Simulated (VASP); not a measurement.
# La (Fd-3m) in VASP: notebook

The runs below take La through single point, relaxation of cell and atoms, with PBE.

All numbers are computed with VASP 6.6.1; they aren't measurements. Logs are shortened: lines on timing, memory, paths and dates and some standing lists are left out, and cuts for length are marked.

## 1. The cell of the first run

Symmetry: Fd-3m, No. 227, cubic system. The conventional cell has a = 6.679 Å, b = 6.679 Å, c = 6.679 Å, α = 90.00°, β = 90.00°, γ = 90.00°. Within 3.8 Å of La (site symmetry -43m) lie 4 La at 2.89 Å.

This isn't the form of La at room conditions, which is double hcp.

## 2. Single point, PBE

File INCAR:

```
SYSTEM = La
PREC = Accurate ; ENCUT = 500
EDIFF = 1E-6 ; ISMEAR = -1
SIGMA = 0.05 ; LREAL = .False.
LASPH = .True. ; NELM = 200
ALGO = Normal ; ISIF = 2
LWAVE = .False. ; LCHARG = .False.
GGA = PE ; NBANDS = 18
GGA_COMPAT = .False. ; LMAXMIX = 6
```

File KPOINTS:

```
Automatic mesh
0
Gamma
  5 5 5
  0 0 0
```

File POSCAR:

```
La
1.0
    0.0000000000      3.3394332997      3.3394332997
    3.3394332997      0.0000000000      3.3394332997
    3.3394332997      3.3394332997      0.0000000000
La
2
Direct
    1.0000000000      1.0000000000      1.0000000000
    0.2500000000      0.2500000000      0.2500000000
```

Potentials or basis: VASP PAW PBE potentials, release 64 (La).

Run with:

```sh
$ cat potpaw_PBE.64/La/POTCAR > POTCAR
$ mpirun -np 1 vasp_std > vasp.out
```

OUTCAR:

```text
SYSTEM = La
   PREC = Accurate
   ENCUT = 500
   EDIFF = 1E-6
   ISMEAR = -1
   LREAL = .False.
   LASPH = .True.
   NELM = 200
   ISIF = 2
   GGA = PE

 ion  position               nearest neighbor table
   1  0.000  0.000  0.000-   2 2.89   2 2.89   2 2.89   2 2.89
   2  0.250  0.250  0.250-   1 2.89   1 2.89   1 2.89   1 2.89

  LATTYP: Found a face centered cubic cell.
 ALAT       =     6.6788665994

  Lattice vectors:

 A1 = (   0.0000000000,   3.3394332997,   3.3394332997)
 A2 = (   3.3394332997,   0.0000000000,   3.3394332997)
 A3 = (   3.3394332997,   3.3394332997,   0.0000000000)

Analysis of symmetry for initial positions (statically):
=====================================================================
 Subroutine PRICEL returns:
 Original cell was already a primitive cell.

 Routine SETGRP: Setting up the symmetry group for a
 face centered cubic supercell.

 Subroutine GETGRP returns: Found 48 space group operations
 (whereof 24 operations were pure point group operations)
 out of a pool of 48 trial point group operations.

The static configuration has the point symmetry T_d .
 The point group associated with its full space group is O_h .

Analysis of symmetry for dynamics (positions and initial velocities):
=====================================================================
 Subroutine PRICEL returns:
 Original cell was already a primitive cell.

 Routine SETGRP: Setting up the symmetry group for a
 face centered cubic supercell.

 Subroutine GETGRP returns: Found 48 space group operations
 (whereof 24 operations were pure point group operations)
 out of a pool of 48 trial point group operations.

The dynamic configuration has the point symmetry T_d .
 The point group associated with its full space group is O_h .

 Subroutine INISYM returns: Found 48 space group operations
 (whereof 24 operations are pure point group operations),
 and found     1 'primitive' translations

----------------------------------------------------------------------------------------

                                     Primitive cell

  volume of cell :      74.4815

  direct lattice vectors                    reciprocal lattice vectors
     0.000000000  3.339433300  3.339433300    -0.149726003  0.149726003  0.149726003
     3.339433300  0.000000000  3.339433300     0.149726003 -0.149726003  0.149726003
     3.339433300  3.339433300  0.000000000     0.149726003  0.149726003 -0.149726003

[... 64 lines left out ...]
   LSORBIT =      F    spin-orbit coupling
   LASPH  =      T    aspherical Exc in radial PAW
   ENCUT  =  500.0 eV  36.75 Ry    6.06 a.u.   8.61  8.61  8.61*2*pi/ulx,y,z
   NELM   =    200;   NELMIN=  2; NELMDL= -5     # of ELM steps
   EDIFF  = 0.1E-05   stopping-criterion for ELM
   LREAL  =      F    real-space projection
   EDIFFG = 0.1E-04   stopping-criterion for IOM
   NSW    =      0    number of steps for IOM
   IBRION =     -1    ionic relax: 0-MD 1-quasi-New 2-CG
   NFREE  =      0    steps in history (QN), initial steepest desc. (CG)
   ISIF   =      2    stress and relaxation
   ISYM   =      2    0-nonsym 1-usesym 2-fastsym
   POTIM  = 0.5000    time-step for ionic-motion
   TEBEG  =    0.0;   TEEND  =   0.0 temperature during run
   PSTRESS=    0.0 pullay stress
   NELECT =      22.0000    total number of electrons
   NUPDOWN=      -1.0000    fix difference up-down
   EMIN   =  10.00;   EMAX   =-10.00  energy-range for DOS
   EFERMI =   0.00;   METHOD = LEGACY
   ISMEAR =    -1;   SIGMA  =   0.05  broadening in eV -4-tet -1-fermi 0-gaus
   EFERMI_NEDOS =   21; number of points for ismear=-14 and -15
   IALGO  =     38    algorithm
   IMIX   =      4    mixing-type and parameters
     AMIX     =   0.40;   BMIX     =  1.00
     AMIX_MAG =   1.60;   BMIX_MAG =  1.00
  volume/ion in A,a.u.               =      37.24       251.31
  Fermi-wavevector in a.u.,A,eV,Ry     =   1.090267  2.060306 16.173009  1.188683
  Thomas-Fermi vector in A             =   2.226488
   LORBIT       =      0    0 simple, 1 ext, 2 COOP (PROOUT), +10 PAW based schemes
   GGA     = PE    functional components
   LHFCALC =     F    Hartree Fock is set to
   AEXX    =    0.0000 exact exchange contribution
   IVDW    =     0    specifies the selected vdW correction
   LEPSILON=     F    determine dielectric tensor
   LRPA    =     F    only Hartree local field effects (RPA)
 non-spin polarized calculation
  energy-cutoff  :      500.00
  volume of cell :       74.48
 maximum number of plane-waves:      1917
   NGX = 17   NGY = 17   NGZ = 17

 number of electron      22.0000000 magnetization

 Free energy of the ion-electron system (eV)
  ---------------------------------------------------
  ext. energy  EPLUGINS =         0.00000000
  ---------------------------------------------------
  free energy    TOTEN  =        -7.74737940 eV

  energy without entropy =       -7.73323988  energy(sigma->0) =       -7.74030964

 E-fermi :   7.3890     XC(G=0):  -9.2886

 val. band max:        7.3596480698   @ k =   0.4000   0.0000   0.0000
 cond. band min:       7.4660580958   @ k =   0.4000   0.4000   0.0000
 fundamental gap:      0.1064100261
 Fermi energy:         7.3890279777

 k-point     1 :       0.0000    0.0000    0.0000
  band No.  band energies     occupation
      1     -26.1501      2.00000
      2     -24.4598      2.00000
      3     -10.3337      2.00000
      4     -10.3337      2.00000
      5     -10.3337      2.00000
      6      -8.2158      2.00000
[... 187 lines left out ...]
      5      -9.5442      2.00000
      6      -8.7945      2.00000
[... 10 lines left out ...]
     17       9.0419      0.00000
     18       9.1736      0.00000

------------------------ aborting loop because EDIFF is reached ----------------------------------------

  FORCE on cell =-STRESS in cart. coord.  units (eV):
  Direction    XX          YY          ZZ          XY          YZ          ZX
  --------------------------------------------------------------------------------------
  -------------------------------------------------------------------------------------
  Total       -0.0014089     -0.0014089     -0.0014089     -0.0000000      0.0000000      0.0000000
  in kB       -0.0303074     -0.0303074     -0.0303074     -0.0000000      0.0000000      0.0000000
  external PRESSURE =      -0.0303074 kB  Pullay stress =       0.0000000 kB

 VOLUME and BASIS-vectors are now :
 -----------------------------------------------------------------------------
  energy-cutoff  :      500.00
  volume of cell :       74.48
      direct lattice vectors                 reciprocal lattice vectors
     0.000000000  3.339433300  3.339433300    -0.149726003  0.149726003  0.149726003
     3.339433300  0.000000000  3.339433300     0.149726003 -0.149726003  0.149726003
     3.339433300  3.339433300  0.000000000     0.149726003  0.149726003 -0.149726003

 POSITION                                       TOTAL-FORCE (eV/Angst)
 -----------------------------------------------------------------------------------
      0.00000      0.00000      0.00000        -0.000000     -0.000000     -0.000000
      1.66972      1.66972      1.66972         0.000000      0.000000      0.000000
 -----------------------------------------------------------------------------------
    total drift:                                0.000000      0.000000      0.000000

  FREE ENERGIE OF THE ION-ELECTRON SYSTEM (eV)
  ---------------------------------------------------
  free  energy   TOTEN  =        -7.7473794023 eV

  energy  without entropy=       -7.7332398807  energy(sigma->0) =       -7.74030964
```

OSZICAR:

```text
N       E                     dE             d eps       ncg     rms          rms(c)
DAV:   1     0.262061337101E+03    0.26206E+03   -0.76832E+03   360   0.169E+03
DAV:   2     0.323405287277E+02   -0.22972E+03   -0.22591E+03   512   0.300E+02
DAV:   3    -0.466365309928E+01   -0.37004E+02   -0.36315E+02   592   0.142E+02
DAV:   4    -0.800463003142E+01   -0.33410E+01   -0.33137E+01   720   0.429E+01
DAV:   5    -0.822075291573E+01   -0.21612E+00   -0.21549E+00   568   0.109E+01    0.638E+00
DAV:   6    -0.782222171853E+01    0.39853E+00   -0.14376E+00   720   0.104E+01    0.405E+00
DAV:   7    -0.775715739232E+01    0.65064E-01   -0.26123E-01   720   0.340E+00    0.136E+00
DAV:   8    -0.774724635079E+01    0.99110E-02   -0.37908E-02   712   0.190E+00    0.131E-01
DAV:   9    -0.774733724158E+01   -0.90891E-04   -0.23508E-03   672   0.419E-01    0.752E-02
DAV:  10    -0.774737481697E+01   -0.37575E-04   -0.33268E-04   720   0.166E-01    0.113E-02
DAV:  11    -0.774737753567E+01   -0.27187E-05   -0.22767E-05   624   0.348E-02    0.627E-03
DAV:  12    -0.774737941808E+01   -0.18824E-05   -0.36256E-06   608   0.171E-02    0.741E-04
DAV:  13    -0.774737940235E+01    0.15739E-07   -0.24060E-07   480   0.652E-03
   1 F= -.77473794E+01 E0= -.77403096E+01  d E =-.141395E-01
```

stdout:

```text
POSCAR found type information on POSCAR La
 POSCAR found :  1 types and       2 ions
 scaLAPACK will be used
 LDA part: xc-table for (Slater+PW92), standard interpolation
 POSCAR, INCAR and KPOINTS ok, starting setup
 FFT: planning ... GRIDC
 FFT: planning ... GRID_SOFT
 FFT: planning ... GRID
 WAVECAR not read
 entering main loop
```

Run time: 11 s. Hardware: 1 thread of Intel Xeon 6975P-C (Granite Rapids), shared host; peak memory 0.2 GiB.

What came out:

* Free energy: -7.7474 eV
* Pressure: 0.0 GPa
* Band gap on the k mesh: zero (bands 11 and 12 overlap by 0.11 eV)

Caveat: spin-orbit coupling is left out, which moves the levels of the heavy elements.

## 3. Relaxation of cell and atoms, PBE

This run uses another cell than the first one, of 48.63 Å³/atom.

File INCAR:

```
SYSTEM = La
PREC = Accurate
ENCUT = 500
EDIFF = 1E-7
ISMEAR = -1
SIGMA = 0.05
LREAL = .FALSE.
LASPH = .TRUE.
NELM = 200
ALGO = Normal
ISIF = 3
LWAVE = .FALSE.
LCHARG = .FALSE.
GGA = PE
IBRION = 2
NSW = 80
EDIFFG = -0.03
GGA_COMPAT = .FALSE.
NELMIN = 4
LMAXMIX = 6
```

File KPOINTS:

```
Automatic mesh
0
G
  5 5 5
  0 0 0
```

File POSCAR:

```
La
1.0
    0.0000000000      3.6500000000      3.6500000000
    3.6500000000      0.0000000000      3.6500000000
    3.6500000000      3.6500000000      0.0000000000
La
2
Direct
    1.0000000000      1.0000000000      1.0000000000
    0.2500000000      0.2500000000      0.2500000000
```

Potentials or basis: VASP PAW PBE potentials, release 64 (La).

Run with:

```sh
$ cat potpaw_PBE.64/La/POTCAR > POTCAR
$ mpirun -np 1 vasp_std > vasp.out
```

Wall time 64 s (1 thread of Intel Xeon 6975P-C (Granite Rapids), shared host); peak memory 0.25 GiB.

It converged, with:

```yaml
Free_energy: -7.7492 eV
Relaxed_volume: 37.19 Å³/atom
Relaxed_cell: a = 4.721 Å, b = 4.721 Å, c = 4.721 Å, α = 60.00°, β = 60.00°, γ = 60.00°
Space_group_after_relaxing_to_0.1_Å: Fd-3m (No. 227)
Energy_gained_by_relaxing: 239.2 meV/atom
Ionic_steps: 4
Pressure_after_relaxing: 0.1 GPa
Band_gap_on_the_k_mesh: zero (bands 11 and 12 overlap by 0.11 eV)
```

Step by step:
```tsv
step	energy change (eV)	largest force (eV/Å)	pressure (GPa)	volume (Å³)
1	0.0000	0.0000	-4.33	97.25
2	-0.4330	0.0000	-2.47	79.89
3	-0.4777	0.0000	-0.33	75.07
4	-0.4783	0.0000	0.06	74.39
```

Final structure:
```
CELL_PARAMETERS angstrom
0.00000 3.33803 3.33803
3.33803 0.00000 3.33803
3.33803 3.33803 0.00000
ATOMIC_POSITIONS crystal
La 0.00000 0.00000 0.00000
La 0.25000 0.25000 0.25000
```

Levels at points of the mesh, in eV from the Fermi level:
```
           k point  band 9  band 10  band 11  band 12  band 13  band 14
(0.00, 0.00, 0.00)   -2.32    -0.70    -0.70     0.94     0.94     0.94
```

Caveat: the volume moved by over 15 % at a fixed basis, so the end points are rough; spin-orbit coupling is left out, which moves the levels of the heavy elements.

## 4. Relaxation of cell and atoms, PBE, target pressure 15 GPa, at which the enthalpy is minimised

This run uses another cell than the first one, of 48.63 Å³/atom.

File INCAR:

```
PREC = Accurate
ENCUT = 500
EDIFF = 1E-7
ISMEAR = -1
SIGMA = 0.05
LREAL = F
LASPH = T
NELM = 200
ALGO = Normal
ISIF = 3
LWAVE = F
LCHARG = F
GGA = PE
IBRION = 2
NSW = 80
EDIFFG = -0.03
PSTRESS = 150.0
GGA_COMPAT = F
NELMIN = 4
LMAXMIX = 6
```

File KPOINTS:

```
Automatic mesh
0
Gamma
  5 5 5
```

POSCAR is that of step 3.

Run with:

```sh
$ cat potpaw_PBE.64/La/POTCAR > POTCAR
$ mpirun -np 1 vasp_std > vasp.out
```

Run time: 2.8 min. Hardware: 1 thread of Intel Xeon 6975P-C (Granite Rapids), shared host; peak memory 0.27 GiB.

It converged, with:

* Free energy: -7.2447 eV
* Relaxed volume: 30.58 Å³/atom
* Relaxed cell: a = 4.422 Å, b = 4.422 Å, c = 4.422 Å, α = 60.00°, β = 60.00°, γ = 60.00°
* Space group after relaxing (to 0.1 Å): Fd-3m (No. 227)
* Energy change on relaxing (the run minimises the enthalpy): +13.1 meV/atom
* Ionic steps: 15
* Pressure after relaxing: 15.0 GPa
* Band gap on the k mesh: zero (filled and empty bands touch)

Step by step:
```tsv
step	energy change (eV)	largest force (eV/Å)	pressure (GPa)	volume (Å³)
1	0.0000	0.0000	-4.33	97.25
2	11.7669	0.0000	201.01	35.83
3	-0.2636	0.0000	8.25	65.42
4	-0.1441	0.0000	11.45	63.23
5	0.0330	0.0000	15.30	61.08
6	-0.0231	0.0000	13.98	61.70
7	-0.0184	0.0000	14.08	61.65
8	-0.0043	0.0000	14.37	61.49
9	-0.0039	0.0000	14.37	61.48
10	-0.0026	0.0000	14.40	61.47
11	-0.0001	0.0000	14.45	61.44
12	0.0050	0.0000	14.56	61.38
13	0.0154	0.0000	14.78	61.27
14	0.0364	0.0000	15.21	61.05
15	0.0262	0.0000	14.99	61.16
```

Final structure:
```
La
1.0
     0.00000    3.12706    3.12706
     3.12706    0.00000    3.12706
     3.12706    3.12706    0.00000
La
2
Cartesian
  0.0000 0.0000 0.0000
  1.5635 1.5635 1.5635
```

Levels at points of the mesh, in eV from the Fermi level:
| k point | band 7 | band 8 | band 9 | band 10 | band 11 | band 12 | band 13 | band 14 | band 15 |
| --- | --- | --- | --- | --- | --- | --- | --- | --- | --- |
| (0.00, 0.00, 0.00) | -15.08 | -15.08 | -2.31 | -0.95 | -0.95 | 1.03 | 1.03 | 1.03 | 1.92 |

Caveat: the cell is relaxed towards a set pressure, so the run minimises the enthalpy, not the energy; the volume moved by over 15 % at a fixed basis, so the end points are rough; spin-orbit coupling is left out, which moves the levels of the heavy elements.

## 5. Relaxation of cell and atoms, PBE, target pressure 30 GPa, at which the enthalpy is minimised

This run uses another cell than the first one, of 48.63 Å³/atom.

File INCAR:

```
PREC = Accurate ; ENCUT = 500
EDIFF = 1E-7 ; ISMEAR = -1
SIGMA = 0.05 ; LREAL = False
LASPH = True ; NELM = 200
ALGO = Normal ; ISIF = 3
LWAVE = False ; LCHARG = False
GGA = PE ; IBRION = 2
NSW = 80 ; EDIFFG = -0.03
PSTRESS = 300.0 ; GGA_COMPAT = False
NELMIN = 4 ; LMAXMIX = 6
```

KPOINTS is that of step 4.

POSCAR is that of step 4.

Run with:

```sh
$ cat potpaw_PBE.64/La/POTCAR > POTCAR
$ mpirun -np 1 vasp_std > vasp.out
```

It took 2.7 min on 1 thread of Intel Xeon 6975P-C (Granite Rapids), shared host; peak memory 0.34 GiB.

Results (log left out):

```
Free energy                                                : -6.4248 eV
Relaxed volume                                             : 27.57 Å³/atom
Relaxed cell                                               : a = 4.272 Å, b = 4.272 Å, c = 4.272 Å, α = 60.00°, β = 60.00°, γ = 60.00°
Space group after relaxing (to 0.1 Å)                      : Fd-3m (No. 227)
Energy change on relaxing (the run minimises the enthalpy) : +423.0 meV/atom
Ionic steps                                                : 10
Pressure after relaxing                                    : 30.0 GPa
Band gap on the k mesh                                     : zero (filled and empty bands touch)
```

The path:
| step | energy change (eV) | largest force (eV/Å) | pressure (GPa) | volume (Å³) |
| --- | --- | --- | --- | --- |
| 1 | 0.0000 | 0.0000 | -4.33 | 97.25 |
| 2 | 165.8412 | 0.0000 | 3719.60 | 11.96 |
| 3 | -0.4526 | 0.0000 | -1.95 | 78.47 |
| 4 | -0.4724 | 0.0000 | 1.10 | 72.72 |
| 5 | 2.6813 | 0.0000 | 59.65 | 48.36 |
| 6 | 0.4642 | 0.0000 | 23.30 | 57.45 |
| 7 | 0.7920 | 0.0000 | 29.04 | 55.44 |
| 8 | 0.9204 | 0.0000 | 31.24 | 54.76 |
| 9 | 0.6552 | 0.0000 | 26.67 | 56.22 |
| 10 | 0.8460 | 0.0000 | 29.97 | 55.15 |

Final structure:
```xyz
2
Lattice="0.0000 3.0211 3.0211 3.0211 0.0000 3.0211 3.0211 3.0211 0.0000" Properties=species:S:1:pos:R:3 pbc="T T T"
La    0.0000    0.0000    0.0000
La    1.5105    1.5105    1.5105
```

Levels at points of the mesh, in eV from the Fermi level:
```tsv
k point	band 8	band 9	band 10	band 11	band 12	band 13	band 14	band 15
(0.00, 0.00, 0.00)	-14.80	-2.31	-1.08	-1.08	1.07	1.07	1.07	2.07
```

Caveat: the cell is relaxed towards a set pressure, so the run minimises the enthalpy, not the energy; the volume moved by over 15 % at a fixed basis, so the end points are rough; spin-orbit coupling is left out, which moves the levels of the heavy elements.

## 6. Overview

```tsv
task	cell	gap on the mesh (eV)	pressure (GPa)
single point	a = 4.723 Å, angles 60.0°, 2 atoms	none	0.0
relaxation of cell and atoms	relaxed from a = 5.162 Å, angles 60.0°, 2 atoms	none	0.1
relaxation of cell and atoms	relaxed to 15 GPa from a = 5.162 Å, angles 60.0°, 2 atoms	none	15.0
relaxation of cell and atoms	relaxed to 30 GPa from a = 5.162 Å, angles 60.0°, 2 atoms	none	30.0
```

Alike in all rows: level PBE; potentials or basis VASP PAW PBE potentials, release 64 (La); no spin polarisation; k mesh 5 × 5 × 5; cutoff (eV) 500; smearing fermi-dirac 0.05 eV.

Caveats: spin-orbit coupling is left out, which moves the levels of the heavy elements; the volume moved by over 15 % at a fixed basis, so the end points are rough (at least some runs); the cell is relaxed towards a set pressure, so the run minimises the enthalpy, not the energy (at least some runs).

Total energies depend on the potentials used, so only differences within one code and one set of settings carry meaning.
